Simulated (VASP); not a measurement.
## BaTiO3: single point with PBE

The system is BaTiO3.

```
CELL_PARAMETERS angstrom
3.92616 0.00000 0.00000
0.00000 3.92616 0.00000
0.00000 0.00000 3.94001
ATOMIC_POSITIONS crystal
Ba 0.00000 0.00000 0.00524
Ti 0.50000 0.50000 0.49747
O 0.50000 0.50000 0.01507
O 0.50000 0.00000 0.51261
O 0.00000 0.50000 0.51261
```

```yaml
Program: VASP 6.6.1
Task: single point
Functional: PBE
Potentials_or_basis: VASP PAW PBE potentials, release 64 (Ba_sv, Ti_sv, O_h)
Cutoff: 910 eV
k_mesh: 8 × 8 × 8
Occupations: gaussian, width 0.02 eV
Spin: no spin polarisation
```

| Item | Value |
| --- | --- |
| Pressure | 14.8 GPa |
| Largest force | 0.017 eV/Å |
| Band gap on the k mesh | 1.87 eV (least direct gap 2.02 eV) |

Forces on the atoms (eV/Å):
```
Ba   0.000  0.000  0.017
Ti   0.000  0.000  0.008
O    0.000  0.000 -0.011
O    0.000  0.000 -0.007
O    0.000  0.000 -0.007
```

Stress tensor (GPa, compression positive):
```
14.85  0.00  0.00
 0.00 14.85  0.00
 0.00  0.00 14.76
```

Levels at points of the mesh, in eV from the valence-band top:
```tsv
k point	band 16	band 17	band 18	band 19	band 20	band 21	band 22	band 23	band 24	band 25
(0.00, 0.00, 0.00)	-1.23	-1.20	-0.15	-0.15	-0.15	1.87	1.95	1.95	4.32	4.34
(0.50, 0.00, 0.00)	-2.06	-1.91	-1.84	-0.80	-0.76	2.12	3.78	3.79	4.34	6.45
(0.50, 0.50, 0.00)	-2.91	-1.71	-0.87	-0.87	-0.10	3.80	3.80	4.23	5.19	8.13
(0.00, 0.00, 0.50)	-2.02	-1.92	-1.92	-0.70	-0.70	2.05	3.78	3.78	4.33	6.49
(0.50, 0.00, 0.50)	-2.89	-1.69	-0.86	-0.85	-0.14	3.79	3.79	4.21	5.25	8.12
(0.50, 0.50, 0.50)	-2.38	-2.38	-0.04	-0.04	0.00	4.51	4.51	4.52	6.92	6.96
```

It took 110 s on 1 thread of Intel(R) Xeon(R) 6975P-C (Granite Rapids), with other jobs on the host, peak memory 0.47 GiB.

Caveat: the cutoff is under 1.25 times the usual one of these potentials, so pressure, stress and relaxed cells hold a basis-set (Pulay) error; the cell stands under pressure; spin-orbit coupling is left out, which moves the levels of the heavy elements. A k mesh can miss the band edges.
